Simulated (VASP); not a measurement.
Wanted: the native input for a VASP 6.6.1 run.

```
Task                   : single point
Functional             : LDA
Potentials or basis    : VASP PAW LDA potentials, release 64 (Zn)
Cutoff                 : 400 eV
k mesh                 : 5 × 3 × 4
Occupations            : gaussian, width 0.05 eV
Spin                   : no spin polarisation
Dipole correction      : no
Further INCAR settings : ALGO = Normal; EDIFF = 1e-06; NBANDS = 90
```

The structure of Zn (a cell with a defect) lies in POSCAR:

```
Zn
1.0
    5.3200000000      0.0000000000      0.0000000000
   -3.9900000000      6.9108830000      0.0000000000
    0.0000000000      0.0000000000      4.9369600000
Zn
13
Direct
   -0.0477795288     -0.0267138078      0.1072323859
    0.1943248801      0.2813421961      0.3738053377
    0.0269879969      0.3585007878     -0.0826332399
    0.1575699136      0.5867167770      0.4788778925
    0.0760902679      0.7202639663     -0.0546366590
    0.1874745981      0.9169227724      0.5112725240
    0.5319946287      0.0300311841      0.0578750891
    0.6999317910      0.2254489043      0.5077085899
    0.3265907064      0.2132695634     -0.1812897005
    0.6527277932      0.5777260301      0.5876174812
    0.5011083062      0.6670564384      0.0486410666
    0.6789637058      0.9034042394      0.5813472258
    0.6813910171      0.4336068199      1.1452083873
```

The input as run:

INCAR

```
ALGO     = Normal         # electronic algorithm
EDIFF    = 1E-6           # SCF threshold, eV
ENCUT    = 400            # plane-wave cutoff, eV
GGA_COMPAT= False        
ISIF     = 2              # what is computed and relaxed
ISMEAR   = 0              # smearing method
LASPH    = True           # aspherical terms in the spheres
LCHARG   = False          # write CHGCAR
LREAL    = False          # projectors in reciprocal space
LWAVE    = False          # write WAVECAR
NBANDS   = 90             # bands
NELM     = 120            # most SCF steps
PREC     = Accurate       # precision mode
SIGMA    = 0.05           # smearing width, eV
```

KPOINTS

```
k-points
0
Gamma
  5 3 4
```

Potentials or basis: VASP PAW LDA potentials, release 64 (Zn).

Run with:

```sh
$ cat potpaw_LDA.64/Zn/POTCAR > POTCAR
$ mpirun -np 1 vasp_std > vasp.out
```

Results of the run:

| Quantity | Value |
| --- | --- |
| Pressure | 1.7 GPa |
| Largest force | 0.039 eV/Å |
| Band gap on the k mesh | zero (bands 78 and 79 overlap by 2.68 eV) |

Wall time 4.8 min on 1 thread of Intel(R) Xeon(R) Platinum 8375C CPU @ 2.90GHz (Ice Lake), with other jobs on the host, peak memory 0.33 GiB.
